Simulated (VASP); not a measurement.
Write the native input for VASP 6.6.1 that does the following.

```yaml
Task: single point
Functional: PBE
Potentials_or_basis: VASP PAW PBE potentials, release 64 (C)
Cutoff: 600 eV
k_mesh: 13 × 13 × 13
Occupations: fermi-dirac, width 0.01 eV
Spin: no spin polarisation
Dipole_correction: no
Further_INCAR_settings: ALGO = Normal; EDIFF = 1e-06; NBANDS = 11
```

The structure of C lies in POSCAR:

```
C
1.0
    0.0000000000      1.7833700000      1.7833700000
    1.7833700000      0.0000000000      1.7833700000
    1.7833700000      1.7833700000      0.0000000000
C
2
Direct
    0.2500000000      0.2500000000      0.2500000000
    1.0000000000      1.0000000000      1.0000000000
```

One way to write it, as run:

INCAR

```
PREC = Accurate ; ENCUT = 600
EDIFF = 1E-6 ; ISMEAR = -1
SIGMA = 0.01 ; LREAL = False
LASPH = True ; NELM = 120
ALGO = Normal ; ISIF = 2
LWAVE = False ; LCHARG = True
GGA = PE ; LELF = True
LVHAR = True ; NBANDS = 11
GGA_COMPAT = False
```

KPOINTS

```
regular mesh
0
Gamma
  13 13 13
```

Potentials or basis: VASP PAW PBE potentials, release 64 (C).

Command:

```sh
$ cat potpaw_PBE.64/C/POTCAR > POTCAR
$ mpirun -np 1 vasp_std > vasp.out
```

Results of the run:

* Pressure: 1.8 GPa
* Band gap on the k mesh: 4.14 eV (least direct gap 5.59 eV)

Caveat: an odd mesh through Γ misses points on the zone boundary, where band edges can lie.

It took 8.3 s on 1 thread of Intel(R) Xeon(R) Platinum 8259CL CPU @ 2.50GHz (Skylake/Cascade Lake), with other jobs on the host, peak memory 0.12 GiB.
